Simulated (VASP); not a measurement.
# Pt (I4/mmm) in VASP: a series of runs

Runs on Pt. Level: PBE. Tasks: single point.

All numbers are computed with VASP 6.6.1; they aren't measurements. Logs are shortened: lines on timing, memory, paths and dates and some standing lists are left out, and cuts for length are marked.

**1. The cell of the first run**

It takes space group I4/mmm (No. 139, tetragonal). Conventional cell: a = 2.630 Å, b = 2.630 Å, c = 4.112 Å, α = 90.00°, β = 90.00°, γ = 90.00°. Pt (site symmetry 4/mmm) has 12 Pt at 2.63 to 2.77 Å within 3.5 Å.

**2. Single point, PBE (strain -0.050 along x and y, +0.050 along z)**

INCAR

```
  ALGO = Normal
  EDIFF = 1E-6
  ENCUT = 520
  GGA = PE
  ISIF = 2
  ISMEAR = 0
  LASPH = True
  LCHARG = True
  LELF = True
  LREAL = False
  LVHAR = True
  LWAVE = False
  NBANDS = 11
  NELM = 60
  PREC = Accurate
  SIGMA = 0.15
```

KPOINTS

```
k-points
0
Gamma
  20 20 20
```

POSCAR

```
Pt
1.0
    0.0000000000      1.8600050000      2.0557950000
    1.8600050000      0.0000000000      2.0557950000
    1.8600050000      1.8600050000      0.0000000000
Pt
1
Direct
    0.0000000000      0.0000000000      0.0000000000
```

Potentials or basis: VASP PAW PBE potentials, release 64 (Pt).

Run with:

```console
$ cat potpaw_PBE.64/Pt/POTCAR > POTCAR
$ mpirun -np 1 vasp_std > vasp.out
```

OUTCAR:

```text
EDIFF = 1E-6
   ENCUT = 520
   GGA = PE
   ISIF = 2
   ISMEAR = 0
   LASPH = True
   LREAL = False
   NELM = 60
   PREC = Accurate

 ion  position               nearest neighbor table
   1  0.000  0.000  0.000-

  LATTYP: Found a body centered tetragonal cell.
 ALAT       =     2.6304442971
 C/A-ratio  =     1.5630781479

  Lattice vectors:

 A1 = (  -1.8600050000,   0.0000000000,   2.0557950000)
 A2 = (   1.8600050000,   0.0000000000,   2.0557950000)
 A3 = (   0.0000000000,   1.8600050000,  -2.0557950000)

Analysis of symmetry for initial positions (statically):
=====================================================================
 Subroutine PRICEL returns:
 Original cell was already a primitive cell.

 Routine SETGRP: Setting up the symmetry group for a
 body centered tetragonal supercell.

 Subroutine GETGRP returns: Found 16 space group operations
 (whereof 16 operations were pure point group operations)
 out of a pool of 16 trial point group operations.

The static configuration has the point symmetry D_4h.

Analysis of symmetry for dynamics (positions and initial velocities):
=====================================================================
 Subroutine PRICEL returns:
 Original cell was already a primitive cell.

 Routine SETGRP: Setting up the symmetry group for a
 body centered tetragonal supercell.

 Subroutine GETGRP returns: Found 16 space group operations
 (whereof 16 operations were pure point group operations)
 out of a pool of 16 trial point group operations.

The dynamic configuration has the point symmetry D_4h.

 Subroutine INISYM returns: Found 16 space group operations
 (whereof 16 operations are pure point group operations),
 and found     1 'primitive' translations

----------------------------------------------------------------------------------------

                                     Primitive cell

  volume of cell :      14.2245

  direct lattice vectors                    reciprocal lattice vectors
     0.000000000  1.860005000  2.055795000    -0.268816482  0.268816482  0.243214912
     1.860005000  0.000000000  2.055795000     0.268816482 -0.268816482  0.243214912
     1.860005000  1.860005000  0.000000000     0.268816482  0.268816482 -0.243214912

  length of vectors
     2.772347684  2.772347684  2.630444297     0.451307096  0.451307096  0.451307096

  position of ions in fractional coordinates (direct lattice)
[... 77 lines left out ...]
   EDIFF  = 0.1E-05   stopping-criterion for ELM
   LREAL  =      F    real-space projection
   EDIFFG = 0.1E-04   stopping-criterion for IOM
   NSW    =      0    number of steps for IOM
   IBRION =     -1    ionic relax: 0-MD 1-quasi-New 2-CG
   NFREE  =      0    steps in history (QN), initial steepest desc. (CG)
   ISIF   =      2    stress and relaxation
   ISYM   =      2    0-nonsym 1-usesym 2-fastsym
   POTIM  = 0.5000    time-step for ionic-motion
   TEBEG  =    0.0;   TEEND  =   0.0 temperature during run
   PSTRESS=    0.0 pullay stress
   NELECT =      10.0000    total number of electrons
   NUPDOWN=      -1.0000    fix difference up-down
   EMIN   =  10.00;   EMAX   =-10.00  energy-range for DOS
   EFERMI =   0.00;   METHOD = LEGACY
   ISMEAR =     0;   SIGMA  =   0.15  broadening in eV -4-tet -1-fermi 0-gaus
   EFERMI_NEDOS =   21; number of points for ismear=-14 and -15
   IALGO  =     38    algorithm
   IMIX   =      4    mixing-type and parameters
     AMIX     =   0.40;   BMIX     =  1.00
     AMIX_MAG =   1.60;   BMIX_MAG =  1.00
  volume/ion in A,a.u.               =      14.22        95.99
  Fermi-wavevector in a.u.,A,eV,Ry     =   1.455667  2.750813 28.830304  2.118968
  Thomas-Fermi vector in A             =   2.572675
   LORBIT       =      0    0 simple, 1 ext, 2 COOP (PROOUT), +10 PAW based schemes
   GGA     = PE    functional components
   LHFCALC =     F    Hartree Fock is set to
   AEXX    =    0.0000 exact exchange contribution
   IVDW    =     0    specifies the selected vdW correction
   LEPSILON=     F    determine dielectric tensor
   LRPA    =     F    only Hartree local field effects (RPA)
 non-spin polarized calculation
 Gauss-broadening in eV      SIGMA  =   0.15
  energy-cutoff  :      520.00
  volume of cell :       14.22
 maximum number of plane-waves:       396
 NGX is ok and might be reduce to    24
   NGX = 11   NGY = 11   NGZ =  9

 number of electron      10.0000000 magnetization

 Free energy of the ion-electron system (eV)
  ---------------------------------------------------
  ext. energy  EPLUGINS =         0.00000000
  ---------------------------------------------------
  free energy    TOTEN  =        -5.94324229 eV

  energy without entropy =       -5.92543025  energy(sigma->0) =       -5.93433627

 E-fermi :  12.3904     XC(G=0): -13.8399

 val. band max:       12.3883006615   @ k =  -0.3500   0.4000   0.0500
 cond. band min:      12.3927272231   @ k =  -0.2500   0.4500   0.3000
 fundamental gap:      0.0044265615
 Fermi energy:        12.3903526338

 k-point     1 :       0.0000    0.0000    0.0000
  band No.  band energies     occupation
      1       1.5401      2.00000
      2       7.4258      2.00000
      3       8.7762      2.00000
      4       8.7762      2.00000
      5       9.7831      2.00000
      6      11.3825      2.00000
      7      27.0512      0.00000
      8      30.4217      0.00000
      9      33.1361      0.00000
     10      33.1361      0.00000
     11      37.9858      0.00000
[... 309 lines left out ...]
 k-point    24 :      -0.3500    0.0500    0.0000
  band No.  band energies     occupation
      1       4.5517      2.00000
      2       7.7515      2.00000
      3       9.0448      2.00000
      4       9.3103      2.00000
      5      11.5168      2.00000
      6      12.4648      0.48294
      7      21.9152      0.00000
      8      27.1845      0.00000
      9      32.2521      0.00000
     10      34.8996      0.00000
     11      37.1686      0.00000

 [... further k-points ...]
[... 5 lines left out ...]
  --------------------------------------------------------------------------------------
  -------------------------------------------------------------------------------------
  Total        3.3062636      3.3062636      1.8171869      0.0000000      0.0000000     -0.0000000
  in kB      372.4003153    372.4003153    204.6784652      0.0000000      0.0000000     -0.0000000
  external PRESSURE =     316.4930319 kB  Pullay stress =       0.0000000 kB

 VOLUME and BASIS-vectors are now :
 -----------------------------------------------------------------------------
  energy-cutoff  :      520.00
  volume of cell :       14.22
      direct lattice vectors                 reciprocal lattice vectors
     0.000000000  1.860005000  2.055795000    -0.268816482  0.268816482  0.243214912
     1.860005000  0.000000000  2.055795000     0.268816482 -0.268816482  0.243214912
     1.860005000  1.860005000  0.000000000     0.268816482  0.268816482 -0.243214912

 POSITION                                       TOTAL-FORCE (eV/Angst)
 -----------------------------------------------------------------------------------
      0.00000      0.00000      0.00000        -0.000000      0.000000      0.000000
 -----------------------------------------------------------------------------------
    total drift:                                0.000000      0.000000     -0.000000

  FREE ENERGIE OF THE ION-ELECTRON SYSTEM (eV)
  ---------------------------------------------------
  free  energy   TOTEN  =        -5.9432422932 eV

  energy  without entropy=       -5.9254302483  energy(sigma->0) =       -5.93433627
```

stdout:

```text
POSCAR found type information on POSCAR Pt
 POSCAR found :  1 types and       1 ions
 scaLAPACK will be used
 LDA part: xc-table for (Slater+PW92), standard interpolation
 POSCAR, INCAR and KPOINTS ok, starting setup
 FFT: planning ... GRIDC
 FFT: planning ... GRID_SOFT
 FFT: planning ... GRID
 WAVECAR not read
 entering main loop
```

Run time: 84 s. Hardware: 1 thread of Intel Xeon 8259CL, shared host; peak memory 0.22 GiB.

Results:

```yaml
Free_energy: -5.9432 eV
Pressure: 31.6 GPa
Band_gap_on_the_k_mesh: zero (bands 5 and 6 overlap by 2.97 eV)
```

Stress tensor (GPa, compression positive):
```
37.24  0.00  0.00
 0.00 37.24  0.00
 0.00  0.00 20.47
```

Caveat: the cell differs from its parent crystal (strain -0.050 along x and y, +0.050 along z); the cell stands under pressure; spin-orbit coupling is left out, which moves the levels of the heavy elements.

**3. Single point, PBE (strain +0.000 along x and y, -0.050 along z)**

INCAR

```
ALGO = Normal
EDIFF = 1E-6
ENCUT = 520
GGA = PE
ISIF = 2
ISMEAR = 0
LASPH = True
LCHARG = False
LREAL = False
LWAVE = False
NBANDS = 11
NELM = 80
PREC = Accurate
SIGMA = 0.15
```

KPOINTS is that of step 2.

POSCAR

```
Pt
1.0
    0.0000000000      1.9579000000      1.8600050000
    1.9579000000      0.0000000000      1.8600050000
    1.9579000000      1.9579000000      0.0000000000
Pt
1
Direct
    0.0000000000      0.0000000000      0.0000000000
```

Potentials or basis: VASP PAW PBE potentials, release 64 (Pt).

Run with:

```console
$ cat potpaw_PBE.64/Pt/POTCAR > POTCAR
$ mpirun -np 1 vasp_std > vasp.out
```

Wall time 94 s (1 thread of Intel Xeon 8259CL, shared host); peak memory 0.22 GiB.

Results (log left out):

| Quantity | Value |
| --- | --- |
| Free energy | -5.9885 eV |
| Pressure | 29.3 GPa |
| Band gap on the k mesh | zero (bands 5 and 6 overlap by 2.68 eV) |

Stress tensor (GPa, compression positive):
```
27.66  0.00  0.00
 0.00 27.66  0.00
 0.00  0.00 32.62
```

Levels at points of the mesh, in eV from the Fermi level:
```tsv
k point	band 2	band 3	band 4	band 5	band 6	band 7	band 8	band 9
(0.00, 0.00, 0.00)	-4.34	-4.34	-3.71	-2.17	-1.43	14.51	19.25	19.25
(0.50, 0.00, 0.00)	-4.54	-3.89	-0.70	-0.12	0.23	6.32	13.99	18.90
(0.50, 0.50, 0.00)	-7.24	0.00	0.58	0.58	2.40	10.46	10.95	10.95
(0.50, 0.00, 0.50)	-7.20	0.00	0.28	0.79	1.34	9.08	11.68	12.14
```

Caveat: the cell differs from its parent crystal (strain +0.000 along x and y, -0.050 along z); the cell stands under pressure; spin-orbit coupling is left out, which moves the levels of the heavy elements.

**4. Single point, PBE (strain +0.025 along x and y, -0.050 along z)**

INCAR

```
SYSTEM = Pt
  PREC = Accurate
  ENCUT = 520
  EDIFF = 1E-6
  ISMEAR = 0
  SIGMA = 0.15
  LREAL = .False.
  LASPH = .True.
  NELM = 60
  ALGO = Normal
  ISIF = 2
  LWAVE = .False.
  LCHARG = .False.
  GGA = PE
  NBANDS = 11
```

KPOINTS

```
Automatic mesh
0
Gamma
  20 20 20
  0 0 0
```

POSCAR

```
Pt
1.0
    0.0000000000      2.0068475000      1.8600050000
    2.0068475000      0.0000000000      1.8600050000
    2.0068475000      2.0068475000      0.0000000000
Pt
1
Direct
    0.0000000000      0.0000000000      0.0000000000
```

Run with:

```console
$ cat potpaw_PBE.64/Pt/POTCAR > POTCAR
$ mpirun -np 1 vasp_std > vasp.out
```

It took 65 s on 1 thread of Intel Xeon Platinum 8259CL at 2.50GHz (Skylake/Cascade Lake), shared host; peak memory 0.22 GiB.

Results (log left out):

```
Free energy            : -6.0728 eV
Pressure               : 12.1 GPa
Band gap on the k mesh : zero (bands 5 and 6 overlap by 2.58 eV)
```

Stress tensor (GPa, compression positive):
```
10.35  0.00  0.00
 0.00 10.35  0.00
 0.00  0.00 15.60
```

Levels at points of the mesh, in eV from the Fermi level:
```
           k point  band 2  band 3  band 4  band 5  band 6  band 7  band 8  band 9
(0.00, 0.00, 0.00)   -4.05   -4.05   -3.21   -2.16   -1.18   14.74   18.98   18.98
(0.50, 0.00, 0.00)   -4.31   -3.40   -0.46   -0.18    0.30    5.96   14.09   18.35
(0.50, 0.50, 0.00)   -6.68    0.02    0.55    0.55    2.84   10.31   10.54   10.54
(0.50, 0.00, 0.50)   -6.62   -0.03    0.15    0.82    1.32    8.36   11.67   12.24
```

Caveat: the cell differs from its parent crystal (strain +0.025 along x and y, -0.050 along z); the cell stands under pressure; spin-orbit coupling is left out, which moves the levels of the heavy elements.

**5. Single point, PBE (strain +0.025 along x and y, -0.025 along z)**

INCAR

```
SYSTEM = Pt
PREC = Accurate ; ENCUT = 520
EDIFF = 1E-6 ; ISMEAR = 0
SIGMA = 0.15 ; LREAL = .FALSE.
LASPH = .TRUE. ; NELM = 80
ALGO = Normal ; ISIF = 2
LWAVE = .FALSE. ; LCHARG = .FALSE.
GGA = PE ; NBANDS = 11
```

KPOINTS

```
regular mesh
0
G
  20 20 20
  0 0 0
```

POSCAR

```
Pt
1.0
    0.0000000000      2.0068475000      1.9089525000
    2.0068475000      0.0000000000      1.9089525000
    2.0068475000      2.0068475000      0.0000000000
Pt
1
Direct
    0.0000000000      0.0000000000      0.0000000000
```

Potentials or basis: VASP PAW PBE potentials, release 64 (Pt).

Run with:

```console
$ cat potpaw_PBE.64/Pt/POTCAR > POTCAR
$ mpirun -np 1 vasp_std > vasp.out
```

OUTCAR:

```text
SYSTEM = Pt
   PREC = Accurate
   ENCUT = 520
   EDIFF = 1E-6
   ISMEAR = 0
   LREAL = .FALSE.
   LASPH = .TRUE.
   NELM = 80
   ISIF = 2
   GGA = PE

 ion  position               nearest neighbor table
   1  0.000  0.000  0.000-

  LATTYP: Found a body centered tetragonal cell.
 ALAT       =     2.8381109521
 C/A-ratio  =     1.3452275349

  Lattice vectors:

 A1 = (   0.0000000000,  -2.0068475000,  -1.9089525000)
 A2 = (   0.0000000000,   2.0068475000,  -1.9089525000)
 A3 = (   2.0068475000,   0.0000000000,   1.9089525000)

Analysis of symmetry for initial positions (statically):
=====================================================================
 Subroutine PRICEL returns:
 Original cell was already a primitive cell.

 Routine SETGRP: Setting up the symmetry group for a
 body centered tetragonal supercell.

 Subroutine GETGRP returns: Found 16 space group operations
 (whereof 16 operations were pure point group operations)
 out of a pool of 16 trial point group operations.

The static configuration has the point symmetry D_4h.

Analysis of symmetry for dynamics (positions and initial velocities):
=====================================================================
[... 161 lines left out ...]
 fundamental gap:      0.0006005398
 Fermi energy:        10.8905707920

 k-point     1 :       0.0000    0.0000    0.0000
  band No.  band energies     occupation
      1       0.8968      2.00000
      2       7.0578      2.00000
      3       7.0578      2.00000
      4       7.6089      2.00000
      5       8.9811      2.00000
      6       9.6159      2.00000
      7      25.6309      0.00000
      8      30.0260      0.00000
      9      30.0260      0.00000
     10      31.3244      0.00000
     11      35.7811      0.00000
[... 309 lines left out ...]
 k-point    24 :      -0.3500    0.0500    0.0000
  band No.  band energies     occupation
      1       3.7849      2.00000
      2       7.1205      2.00000
      3       7.5561      2.00000
      4       8.1406      2.00000
      5      10.1846      2.00000
      6      10.6746      1.95828
      7      19.9749      0.00000
      8      26.0215      0.00000
      9      30.6915      0.00000
     10      31.4599      0.00000
     11      36.2868      0.00000

 [... further k-points ...]
[... 5 lines left out ...]
  --------------------------------------------------------------------------------------
  -------------------------------------------------------------------------------------
  Total        0.2976164      0.2976164      0.6371255      0.0000000     -0.0000000      0.0000000
  in kB       31.0108453     31.0108453     66.3868002      0.0000000     -0.0000000      0.0000000
  external PRESSURE =      42.8028303 kB  Pullay stress =       0.0000000 kB

 VOLUME and BASIS-vectors are now :
 -----------------------------------------------------------------------------
  energy-cutoff  :      520.00
  volume of cell :       15.38
      direct lattice vectors                 reciprocal lattice vectors
     0.000000000  2.006847500  1.908952500    -0.249146983  0.249146983  0.261923751
     2.006847500  0.000000000  1.908952500     0.249146983 -0.249146983  0.261923751
     2.006847500  2.006847500  0.000000000     0.249146983  0.249146983 -0.261923751

 POSITION                                       TOTAL-FORCE (eV/Angst)
 -----------------------------------------------------------------------------------
      0.00000      0.00000      0.00000         0.000000      0.000000      0.000000
 -----------------------------------------------------------------------------------
    total drift:                               -0.000000      0.000000      0.000000

  FREE ENERGIE OF THE ION-ELECTRON SYSTEM (eV)
  ---------------------------------------------------
  free  energy   TOTEN  =        -6.1002132304 eV

  energy  without entropy=       -6.0802809779  energy(sigma->0) =       -6.09024710
```

Wall time 59 s (1 thread of Intel Xeon Platinum 8259CL at 2.50GHz (Skylake/Cascade Lake), shared host); peak memory 0.24 GiB.

Results:

```yaml
Free_energy: -6.1002 eV
Pressure: 4.3 GPa
Band_gap_on_the_k_mesh: zero (bands 5 and 6 overlap by 2.34 eV)
```

Stress tensor (GPa, compression positive):
```
3.10 0.00 0.00
0.00 3.10 0.00
0.00 0.00 6.64
```

Levels at points of the mesh, in eV from the Fermi level:
| k point | band 1 | band 2 | band 3 | band 4 | band 5 | band 6 | band 7 | band 8 | band 9 | band 10 |
| --- | --- | --- | --- | --- | --- | --- | --- | --- | --- | --- |
| (0.00, 0.00, 0.00) | -9.99 | -3.83 | -3.83 | -3.28 | -1.91 | -1.27 | 14.74 | 19.14 | 19.14 | 20.43 |
| (0.50, 0.00, 0.00) | -7.11 | -4.00 | -3.43 | -0.38 | -0.11 | 0.19 | 5.72 | 14.20 | 18.38 | 19.43 |
| (0.50, 0.50, 0.00) | -6.81 | -6.41 | -0.01 | 0.50 | 0.50 | 2.48 | 9.54 | 10.75 | 10.75 | 19.46 |
| (0.50, 0.00, 0.50) | -6.89 | -6.39 | -0.01 | 0.24 | 0.68 | 1.52 | 8.27 | 11.50 | 11.83 | 20.23 |

Caveat: the cell differs from its parent crystal (strain +0.025 along x and y, -0.025 along z); the cell stands under pressure; spin-orbit coupling is left out, which moves the levels of the heavy elements.

**6. Summary**

```tsv
cell	gap on the mesh (eV)	pressure (GPa)
a = 2.772, b = 2.772, c = 2.630 Å, angles 61.7, 61.7, 56.6°, 1 atom	none	31.6
a = 2.701, b = 2.701, c = 2.769 Å, angles 59.2, 59.2, 61.7°, 1 atom	none	29.3
a = 2.736, b = 2.736, c = 2.838 Å, angles 58.8, 58.8, 62.5°, 1 atom	none	12.1
a = 2.770, b = 2.770, c = 2.838 Å, angles 59.2, 59.2, 61.6°, 1 atom	none	4.3
```

Alike in all rows: task single point; level PBE; potentials or basis VASP PAW PBE potentials, release 64 (Pt); no spin polarisation; k mesh 20 × 20 × 20; cutoff (eV) 520; smearing gaussian 0.15 eV.

Caveats: the cell stands under pressure; spin-orbit coupling is left out, which moves the levels of the heavy elements.

Total energies depend on the potentials used, so only differences within one code and one set of settings carry meaning.
